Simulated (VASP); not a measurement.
Rb, 1 atom in the cell. It takes space group I4/mmm (No. 139, tetragonal). The conventional cell has a = 5.996 Å, b = 5.996 Å, c = 5.569 Å, α = 90.00°, β = 90.00°, γ = 90.00°. 

| Property | Result |
| --- | --- |
| Program | VASP 6.6.1 |
| Task | relaxation of shape and atoms at fixed volume |
| Functional | PBE |
| Potentials or basis | VASP PAW PBE potentials, release 64 (Rb_sv) |
| Cutoff | 600 eV |
| k mesh | 10 × 10 × 10 |
| Occupations | gaussian, width 0.1 eV |
| Spin | no spin polarisation |
| Dipole correction | no |
| Further INCAR settings | ALGO = Normal; EDIFF = 1e-07; IBRION = 2; EDIFFG = -0.01; NSW = 50; ISIF = 4 |

Potentials or basis: VASP PAW PBE potentials, release 64 (Rb_sv).

The run is started by

```bash
$ cat potpaw_PBE.64/Rb_sv/POTCAR > POTCAR
$ mpirun -np 1 vasp_std > vasp.out
```

Hardware: 1 thread of Intel(R) Xeon(R) Platinum 8175M CPU @ 2.50GHz (Skylake/Cascade Lake), on a shared host.

Question: Estimate the wall time of this run.

Answer: It took 82 s on 1 thread of Intel(R) Xeon(R) Platinum 8175M CPU @ 2.50GHz (Skylake/Cascade Lake), on a shared host, peak memory 0.31 GiB. Counts: scf iterations 11, k points 102, ion steps 1.
